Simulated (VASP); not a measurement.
# PtSe2 (P-3m1) in VASP: a series of runs

The runs below take PtSe2 through relaxation of cell and atoms, single point, with PBE+D3(BJ).

Program: VASP 6.6.1. These are calculated values, not measurements. Logs are shortened: lines on timing, memory, paths and dates and some standing lists are left out, and cuts for length are marked.

## (1) The cell of the first run

Symmetry: P-3m1, No. 164, trigonal system. The conventional cell has a = 3.717 Å, b = 3.717 Å, c = 5.820 Å, α = 90.00°, β = 90.00°, γ = 120.00°. Within 3.3 Å of Pt (site symmetry -3m) lie 6 Se at 2.52 Å. Within 3.3 Å of Se (site symmetry 3m) lie 3 Pt at 2.52 Å.

## (2) Relaxation of cell and atoms, PBE+D3(BJ)

INCAR reads:

```
PREC     = Accurate       # precision mode
ENCUT    = 600            # plane-wave cutoff, eV
EDIFF    = 1E-7           # SCF threshold, eV
ISMEAR   = 0              # smearing method
SIGMA    = 0.02           # smearing width, eV
LREAL    = F              # projectors in reciprocal space
LASPH    = T              # aspherical terms in the spheres
NELM     = 100            # most SCF steps
ALGO     = Normal         # electronic algorithm
ISIF     = 3              # what is computed and relaxed
LWAVE    = F              # write WAVECAR
LCHARG   = F              # write CHGCAR
GGA      = PE             # functional
IVDW     = 12             # dispersion correction
IBRION   = 2              # ionic algorithm
NSW      = 100            # ionic steps
EDIFFG   = -0.01          # ionic threshold
```

KPOINTS reads:

```
regular mesh
0
Gamma
  9 9 6
```

POSCAR reads:

```
PtSe2
1.0
    3.7173066100      0.0000000000      0.0000000000
   -1.8586533100      3.2192819100      0.0000000000
    0.0000000000      0.0000000000      5.8200740800
Pt Se
1 2
Direct
    0.0000000000      0.0000000000      0.0000000000
    0.6666666900      0.3333333400      0.7746118300
    0.3333333400      0.6666666900      0.2253881500
```

Potentials or basis: VASP PAW PBE potentials, release 64 (Pt, Se).

Command:

```sh
cat potpaw_PBE.64/Pt/POTCAR potpaw_PBE.64/Se/POTCAR > POTCAR
mpirun -np 1 vasp_std > vasp.out
```

OUTCAR:

```text
PREC = Accurate
   ENCUT = 600
   EDIFF = 1E-7
   ISMEAR = 0
   LREAL = F
   LASPH = T
   NELM = 100
   ISIF = 3
   GGA = PE
   IVDW = 12
   IBRION = 2
   NSW = 100
   EDIFFG = -0.01
 IVDW          = 12

 ion  position               nearest neighbor table
   1  0.000  0.000  0.000-   3 2.52   3 2.52   2 2.52   2 2.52   3 2.52   2 2.52
   2  0.667  0.333  0.775-   1 2.52   1 2.52   1 2.52
   3  0.333  0.667  0.225-   1 2.52   1 2.52   1 2.52

  LATTYP: Found a hexagonal cell.
 ALAT       =     3.7173066100
 C/A-ratio  =     1.5656696341

  Lattice vectors:

 A1 = (   3.7173066100,   0.0000000000,   0.0000000000)
 A2 = (  -1.8586533100,   3.2192819100,   0.0000000000)
 A3 = (   0.0000000000,   0.0000000000,   5.8200740800)

Analysis of symmetry for initial positions (statically):
=====================================================================
 Subroutine PRICEL returns:
 Original cell was already a primitive cell.

 Routine SETGRP: Setting up the symmetry group for a
 hexagonal supercell.

 Subroutine GETGRP returns: Found 12 space group operations
 (whereof 12 operations were pure point group operations)
 out of a pool of 24 trial point group operations.

The static configuration has the point symmetry D_3d.

Analysis of symmetry for dynamics (positions and initial velocities):
=====================================================================
 Subroutine PRICEL returns:
 Original cell was already a primitive cell.

 Routine SETGRP: Setting up the symmetry group for a
 hexagonal supercell.

 Subroutine GETGRP returns: Found 12 space group operations
 (whereof 12 operations were pure point group operations)
 out of a pool of 24 trial point group operations.

The dynamic configuration has the point symmetry D_3d.

 Subroutine INISYM returns: Found 12 space group operations
 (whereof 12 operations are pure point group operations),
 and found     1 'primitive' translations

----------------------------------------------------------------------------------------

                                     Primitive cell

  volume of cell :      69.6492

  direct lattice vectors                    reciprocal lattice vectors
     3.717306610  0.000000000  0.000000000     0.269011977  0.155314140  0.000000000
    -1.858653310  3.219281910  0.000000000     0.000000000  0.310628279  0.000000000
     0.000000000  0.000000000  5.820074080     0.000000000  0.000000000  0.171819119

  length of vectors
     3.717306610  3.717306571  5.820074080     0.310628276  0.310628279  0.171819119

  position of ions in fractional coordinates (direct lattice)
     0.000000000  0.000000000  0.000000000
     0.666666690  0.333333340  0.774611830
     0.333333340  0.666666690  0.225388150

  ion indices of the primitive-cell ions
   primitive index   ion index
                 1           1
                 2           2
                 3           3

----------------------------------------------------------------------------------------

 KPOINTS: regular mesh

Automatic generation of k-mesh.
 Grid dimensions read from file:
 generate k-points for:    9    9    6

 Generating k-lattice:

  Cartesian coordinates                     Fractional coordinates (reciprocal lattice)
     0.029890220  0.017257127  0.000000000     0.111111111  0.000000000  0.000000000
     0.000000000  0.034514253  0.000000000     0.000000000  0.111111111  0.000000000
     0.000000000  0.000000000  0.028636520     0.000000000  0.000000000  0.166666667

  Length of vectors
     0.034514253  0.034514253  0.028636520

  Shift w.r.t. Gamma in fractional coordinates (k-lattice)
     0.000000000  0.000000000  0.000000000

 Subroutine IBZKPT returns following result:
 ===========================================

 Found     62 irreducible k-points:

 Following reciprocal coordinates:
            Coordinates               Weight
  0.000000  0.000000  0.000000      1.000000
  0.111111  0.000000  0.000000      6.000000
  0.222222  0.000000  0.000000      6.000000
  0.333333  0.000000  0.000000      6.000000
  0.444444  0.000000  0.000000      6.000000
  0.111111  0.111111  0.000000      6.000000
[... 16 lines left out ...]
  0.222222  0.111111  0.166667     12.000000
 -0.111111  0.333333  0.166667     12.000000
 [... further k-points ...]
   k-points           NKPTS =     62   k-points in BZ     NKDIM =     62   number of bands    NBANDS=     15
   number of dos      NEDOS =    301   number of ions     NIONS =      3
   total plane-waves  NPLWV =  43200
   dimension x,y,z NGX =    30 NGY =   30 NGZ =   48
   dimension x,y,z NGXF=    60 NGYF=   60 NGZF=   96
   ions per type =               1   2
   NGX,Y,Z   is equivalent  to a cutoff of  13.42, 13.42, 13.71 a.u.
   NGXF,Y,Z  is equivalent  to a cutoff of  26.83, 26.83, 27.42 a.u.
 SYSTEM =  unknown system
   PREC   = accura    normal or accurate (medium, high low for compatibility)
   ISTART =      0    job   : 0-new  1-cont  2-samecut
   ICHARG =      2    charge: 1-file 2-atom 10-const
   ISPIN  =      1    spin polarized calculation?
   LNONCOLLINEAR =      F non collinear calculations
   LSORBIT =      F    spin-orbit coupling
   LASPH  =      T    aspherical Exc in radial PAW
   ENCUT  =  600.0 eV  44.10 Ry    6.64 a.u.   7.42  7.42 11.62*2*pi/ulx,y,z
   NELM   =    100;   NELMIN=  2; NELMDL= -5     # of ELM steps
   EDIFF  = 0.1E-06   stopping-criterion for ELM
   LREAL  =      F    real-space projection
   EDIFFG = -.1E-01   stopping-criterion for IOM
   NSW    =    100    number of steps for IOM
   IBRION =      2    ionic relax: 0-MD 1-quasi-New 2-CG
   NFREE  =      1    steps in history (QN), initial steepest desc. (CG)
   ISIF   =      3    stress and relaxation
   ISYM   =      2    0-nonsym 1-usesym 2-fastsym
   POTIM  = 0.5000    time-step for ionic-motion
   TEBEG  =    0.0;   TEEND  =   0.0 temperature during run
   PSTRESS=    0.0 pullay stress
   NELECT =      22.0000    total number of electrons
   NUPDOWN=      -1.0000    fix difference up-down
   EMIN   =  10.00;   EMAX   =-10.00  energy-range for DOS
   EFERMI =   0.00;   METHOD = LEGACY
   ISMEAR =     0;   SIGMA  =   0.02  broadening in eV -4-tet -1-fermi 0-gaus
   EFERMI_NEDOS =   21; number of points for ismear=-14 and -15
   IALGO  =     38    algorithm
   IMIX   =      4    mixing-type and parameters
     AMIX     =   0.40;   BMIX     =  1.00
     AMIX_MAG =   1.60;   BMIX_MAG =  1.00
  volume/ion in A,a.u.               =      23.22       156.67
  Fermi-wavevector in a.u.,A,eV,Ry     =   1.114920  2.106894 16.912680  1.243047
  Thomas-Fermi vector in A             =   2.251520
   LORBIT       =      0    0 simple, 1 ext, 2 COOP (PROOUT), +10 PAW based schemes
   GGA     = PE    functional components
   LHFCALC =     F    Hartree Fock is set to
   AEXX    =    0.0000 exact exchange contribution
   IVDW    =    12    specifies the selected vdW correction
   LEPSILON=     F    determine dielectric tensor
   LRPA    =     F    only Hartree local field effects (RPA)
 conjugate gradient relaxation of ions
 non-spin polarized calculation
 Gauss-broadening in eV      SIGMA  =   0.02
  energy-cutoff  :      600.00
  volume of cell :       69.65
 maximum number of plane-waves:      2376
 NGX is ok and might be reduce to    30
   NGX = 15   NGY = 15   NGZ = 23

--------------------------------------- Ionic step        1  -------------------------------------------

 number of electron      21.9999997 magnetization

 Free energy of the ion-electron system (eV)
  ---------------------------------------------------
  ext. energy  EPLUGINS =         0.00000000
  ---------------------------------------------------
  free energy    TOTEN  =       -14.28216535 eV

  energy without entropy =      -14.28216535  energy(sigma->0) =      -14.28216535

------------------------ aborting loop because EDIFF is reached ----------------------------------------

 Edisp (eV)   -1.23843

 E8    (eV) :    -0.5308
[... 32 lines left out ...]
--------------------------------------- Ionic step        2  -------------------------------------------

 number of electron      22.0000000 magnetization

 E-fermi :   4.9049     XC(G=0):  -9.8596

 val. band max:        4.7788599616   @ k =   0.1111   0.0000   0.0000
 cond. band min:       5.2920803452   @ k =   0.0000   0.2222   0.3333
 fundamental gap:      0.5132203836
 Fermi energy:         4.9048893795

 k-point     1 :       0.0000    0.0000    0.0000
  band No.  band energies     occupation
      1     -10.0699      2.00000
      2      -7.9615      2.00000
      3      -1.4873      2.00000
      4      -1.0433      2.00000
      5      -1.0433      2.00000
      6       1.2350      2.00000
      7       1.2350      2.00000
      8       2.6024      2.00000
      9       4.1539      2.00000
     10       4.1539      2.00000
     11       4.7471      2.00000
     12       6.9621      0.00000
     13       6.9621      0.00000
     14       8.9829      0.00000
[... 401 lines left out ...]
      2      -8.1427      2.00000
      3      -1.0996      2.00000
      4      -0.7689      2.00000
      5      -0.3756      2.00000
      6       0.0698      2.00000
      7       0.7645      2.00000
      8       1.7882      2.00000
      9       3.1452      2.00000
     10       3.2199      2.00000
     11       4.4204      2.00000
     12       5.4865      0.00000
     13       6.4812      0.00000
     14       9.9361      0.00000
     15      11.8429      0.00000

 [... further k-points ...]

------------------------ aborting loop because EDIFF is reached ----------------------------------------

 Edisp (eV)   -1.25304

 E8    (eV) :    -0.5370
[... 67 lines left out ...]
  FREE ENERGIE OF THE ION-ELECTRON SYSTEM (eV)
  ---------------------------------------------------
  free  energy   TOTEN  =       -15.5459152697 eV

  energy  without entropy=      -15.5459152697  energy(sigma->0) =      -15.54591527

[... ionic steps 4 to 31 ...]

--------------------------------------- Ionic step       32  -------------------------------------------

 number of electron      22.0000003 magnetization

------------------------ aborting loop because EDIFF is reached ----------------------------------------
[... 77 lines left out ...]
--------------------------------------- Ionic step       34  -------------------------------------------

 number of electron      22.0000003 magnetization

 Free energy of the ion-electron system (eV)
  ---------------------------------------------------
  ext. energy  EPLUGINS =         0.00000000
  ---------------------------------------------------
  free energy    TOTEN  =       -14.19537597 eV

  energy without entropy =      -14.19506667  energy(sigma->0) =      -14.19522132

 E-fermi :   6.7375     XC(G=0): -10.8261

 val. band max:        6.6873428678   @ k =   0.3333   0.3333   0.0000
 cond. band min:       6.7419760183   @ k =  -0.1111   0.4444   0.1667
 fundamental gap:      0.0546331505
 Fermi energy:         6.7374611443

 k-point     1 :       0.0000    0.0000    0.0000
  band No.  band energies     occupation
      1      -8.9493      2.00000
      2      -5.8545      2.00000
      3      -0.4027      2.00000
      4       0.4947      2.00000
      5       0.4947      2.00000
      6       2.9265      2.00000
      7       2.9265      2.00000
      8       4.2399      2.00000
      9       5.7176      2.00000
     10       5.7176      2.00000
     11       7.5032      0.00000
     12       7.7870      0.00000
     13       7.7870      0.00000
     14      10.0846      0.00000
[... 401 lines left out ...]
      2      -6.3987      2.00000
      3       0.1324      2.00000
      4       0.7979      2.00000
      5       1.1111      2.00000
      6       1.7887      2.00000
      7       2.5263      2.00000
      8       3.3720      2.00000
      9       4.3818      2.00000
     10       4.7892      2.00000
     11       6.2590      2.00000
     12       7.0632      0.00000
     13       8.1097      0.00000
     14      11.3617      0.00000
     15      12.9341      0.00000

 [... further k-points ...]

------------------------ aborting loop because EDIFF is reached ----------------------------------------

 Edisp (eV)   -1.47093

 E8    (eV) :    -0.6320
[... 26 lines left out ...]
  FREE ENERGIE OF THE ION-ELECTRON SYSTEM (eV)
  ---------------------------------------------------
  free  energy   TOTEN  =       -15.6663061808 eV

  energy  without entropy=      -15.6659968821  energy(sigma->0) =      -15.66615153

 reached required accuracy - stopping structural energy minimisation
```

Wall time 22 min (1 thread of Intel Xeon Platinum 8375C at 2.90GHz (Ice Lake), shared host); peak memory 0.28 GiB.

What came out:

* Free energy: -15.6663 eV
* Relaxed volume: 19.79 Å³/atom
* Relaxed cell: a = 3.769 Å, b = 3.769 Å, c = 4.826 Å, α = 90.00°, β = 90.00°, γ = 120.00°
* Space group after relaxing (to 0.05 Å): P-3m1 (No. 164)
* Energy gained by relaxing: 48.6 meV/atom
* Ionic steps: 34
* Pressure after relaxing: 0.0 GPa
* Band gap on the k mesh: zero (band 11 reaches 7.50 eV, above the bottom of band 12 at 6.69 eV)
* Dispersion energy per atom: -0.490 eV

Step by step:
| step | energy change (eV) | largest force (eV/Å) | pressure (GPa) | volume (Å³) |
| --- | --- | --- | --- | --- |
| 1 | 0.0000 | 0.1605 | -0.54 | 69.65 |
| 2 | -0.0084 | 0.2388 | -0.01 | 68.86 |
| 3 | -0.0253 | 0.4844 | 1.78 | 66.50 |
| 4 | -0.0125 | 1.0300 | 6.44 | 61.82 |
| 5 | -0.0264 | 0.7100 | 3.53 | 64.65 |
| 6 | -0.0274 | 0.7096 | 3.53 | 64.60 |
| 7 | -0.0305 | 0.7080 | 3.52 | 64.43 |
| 8 | -0.0364 | 0.7054 | 3.51 | 64.11 |
| 9 | -0.0478 | 0.7018 | 3.52 | 63.45 |
| 10 | -0.0690 | 0.7099 | 3.62 | 62.12 |
| 11 | -0.1013 | 0.7265 | 4.28 | 59.42 |
| 12 | 0.0256 | 0.3404 | 8.98 | 53.80 |
| 13 | -0.0878 | 0.8462 | 5.41 | 58.48 |
| 14 | -0.0805 | 0.7933 | 6.20 | 56.96 |
| 15 | -0.1129 | 0.3604 | 3.08 | 57.29 |
| 16 | -0.1156 | 0.1648 | 1.76 | 57.44 |
| 17 | -0.1157 | 0.1865 | 1.90 | 57.42 |
| 18 | -0.1228 | 0.1722 | 1.51 | 57.74 |
| 19 | -0.1374 | 0.1209 | 0.42 | 58.70 |
| 20 | -0.1412 | 0.0257 | -1.40 | 60.58 |
| 21 | -0.1431 | 0.0343 | -0.81 | 59.93 |
| 22 | -0.1448 | 0.0705 | -0.11 | 59.74 |
| 23 | -0.1449 | 0.0803 | 0.07 | 59.69 |
| 24 | -0.1452 | 0.0531 | -0.04 | 59.70 |
| 25 | -0.1453 | 0.0005 | -0.24 | 59.74 |
| 26 | -0.1454 | 0.0120 | -0.19 | 59.73 |
| 27 | -0.1455 | 0.0172 | 0.01 | 59.60 |
| 28 | -0.1455 | 0.0177 | 0.04 | 59.59 |
| 29 | -0.1455 | 0.0094 | 0.01 | 59.56 |
| 30 | -0.1456 | 0.0019 | -0.02 | 59.54 |
| 31 | -0.1456 | 0.0132 | -0.06 | 59.49 |
| 32 | -0.1457 | 0.0003 | 0.06 | 59.39 |
| 33 | -0.1457 | 0.0026 | 0.09 | 59.38 |
| 34 | -0.1457 | 0.0006 | 0.02 | 59.37 |

Final structure:
```yaml
crystal:
  lattice:
    - [3.76916, 0.00000, 0.00000]
    - [-1.88458, 3.26418, 0.00000]
    - [0.00000, 0.00000, 4.82593]
  atoms:
    - { symbol: Pt, position: [0.00000, 0.00000, 0.00000] }
    - { symbol: Se, position: [0.66667, 0.33333, 0.73426] }
    - { symbol: Se, position: [0.33333, 0.66667, 0.26574] }
```

Levels at points of the mesh, in eV from the Fermi level:
```tsv
k point	band 9	band 10	band 11	band 12	band 13	band 14
(0.00, 0.00, 0.00)	-1.02	-1.02	0.77	1.05	1.05	3.35
(0.00, 0.00, 0.50)	-1.73	-1.73	-1.72	2.31	2.31	4.98
```

Caveat: spin-orbit coupling is left out, which moves the levels of the heavy elements.

## (3) Single point, PBE+D3(BJ)

This run uses another cell than the first one, of 19.81 Å³/atom, 0.853 times its volume.

INCAR reads:

```
PREC = Accurate
ENCUT = 520
EDIFF = 1E-6
ISMEAR = 0
SIGMA = 0.1
LREAL = False
LASPH = True
NELM = 100
ALGO = Normal
ISIF = 2
LWAVE = False
LCHARG = False
GGA = PE
IVDW = 12
NBANDS = 18
```

KPOINTS reads:

```
Automatic mesh
0
Gamma
  15 15 10
```

POSCAR reads:

```
PtSe2
1.0
    3.7720031564      0.0000000029      0.0000000000
   -1.8860015807      3.2666505551      0.0000000000
    0.0000000000      0.0000000000      4.8233726904
Pt Se
1 2
Direct
    0.0000000000      0.0000000000      0.0000000000
    0.6666666667      0.3333333333      0.7346611118
    0.3333333333      0.6666666667      0.2653388882
```

Potentials or basis: VASP PAW PBE potentials, release 64 (Pt, Se).

Command:

```sh
cat potpaw_PBE.64/Pt/POTCAR potpaw_PBE.64/Se/POTCAR > POTCAR
mpirun -np 1 vasp_std > vasp.out
```

Wall time 2.1 min (1 thread of Intel Xeon Platinum 8488C (Sapphire Rapids), shared host); peak memory 0.38 GiB.

The run converged. Its results:

- Free energy: -15.6679 eV
- Pressure: 0.0 GPa
- Largest force: 0.011 eV/Å
- Band gap on the k mesh: zero (band 11 reaches 7.49 eV, above the bottom of band 12 at 6.60 eV)
- Dispersion energy per atom: -0.490 eV

Forces on the atoms (eV/Å):
```
Pt   0.000  0.000  0.000
Se   0.000  0.000 -0.011
Se   0.000  0.000  0.011
```

Levels at points of the mesh, in eV from the Fermi level:
```tsv
k point	band 8	band 9	band 10	band 11	band 12	band 13	band 14	band 15
(0.00, 0.00, 0.00)	-2.46	-1.00	-1.00	0.79	1.08	1.08	3.37	4.12
(0.00, 0.00, 0.50)	-2.89	-1.70	-1.70	-1.69	2.33	2.33	5.00	6.53
```

Caveat: spin-orbit coupling is left out, which moves the levels of the heavy elements; pairwise dispersion overbinds metals, which lowers pressure and volume.

(Continued in part 2 of 2.)
